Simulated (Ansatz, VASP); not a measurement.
This is a calculation of InPd for VASP 6.6.1.

Contents of POSCAR:

```
InPd
1.0
    3.3360556752      0.0000000000      0.0000000000
    0.0000000000      3.3360556752      0.0000000000
    0.0000000000      0.0000000000      3.3360556752
In Pd
1 1
Direct
    0.0000000000      0.0000000000      0.0000000000
    0.5000000000      0.5000000000      0.5000000000
```

INCAR.step1

```
PREC = Accurate
ENCUT = 520
ISMEAR = -1
SIGMA = 0.05
LREAL = False
LASPH = True
NELM = 80
NBANDS = 18
GGA = PE
ALGO = Normal
EDIFF = 1E-4
LWAVE = True
LCHARG = False
```

INCAR.step2

```
PREC = Accurate
ENCUT = 520
EDIFF = 1E-7
ISMEAR = -1
SIGMA = 0.05
LREAL = False
LASPH = True
NELM = 80
ALGO = Normal
ISIF = 2
LWAVE = False
LCHARG = True
METAGGA = R2SCAN
LMIXTAU = True
LELF = True
LVHAR = True
NBANDS = 18
ISTART = 1
```

The input KPOINTS:

```
Automatic mesh
0
Gamma
  8 8 8
```

Potentials or basis: VASP PAW PBE potentials, release 64 (In_d, Pd).

Run with:

```sh
$ cat potpaw_PBE.64/In_d/POTCAR potpaw_PBE.64/Pd/POTCAR > POTCAR
$ cp INCAR.step1 INCAR
$ mpirun -np 1 vasp_std > vasp.out
$ cp INCAR.step2 INCAR
$ mpirun -np 1 vasp_std > vasp.out
```

Problem. Translate it to Ansatz 0.2.0. Potentials there: Ansatz PAW.

Solution. As run (the cutoff follows the program's own potentials):

input.yaml

```yaml
crystal:
  lattice:
    - [3.3360556752, 0.0, 0.0]
    - [0.0, 3.3360556752, 0.0]
    - [0.0, 0.0, 3.3360556752]
  atoms:
    - { symbol: In, position: [0.0, 0.0, 0.0] }
    - { symbol: Pd, position: [0.5, 0.5, 0.5] }
hamiltonian:
  xc: r2scan
  pseudopotentials: { kind: paw }
kpoints:
  mp_grid: { grid: [8, 8, 8] }
scf:
  occupations: { method: fermi_dirac, width: 0.05 }
output:
  forces: true
  stress: true
  eigenvalues: true
```

Potentials or basis: Ansatz PAW.

Run with:

```sh
$ ansatz run input.yaml --threads 2 --pin off --max-ram 5632MiB --backend cpu --events-out ev --progress --plain --runs-dir out
```

Both were run:

|  | VASP | Ansatz | Ansatz less VASP |
| --- | --- | --- | --- |
| gap on the k mesh at the Fermi level (eV) | none | none | - |
| pressure (GPa) | -6.7 | -7.0 | -0.35 |

VASP's potentials were made for PBE, not for r2SCAN. A gap of «none» marks a metal or a gap that the smearing closes. With one functional, cell and mesh, what is left measures potentials, basis and numerics. VASP's potentials hold 23 valence electrons a cell and Ansatz's 31, so a difference there can come from the potentials and not from the codes.
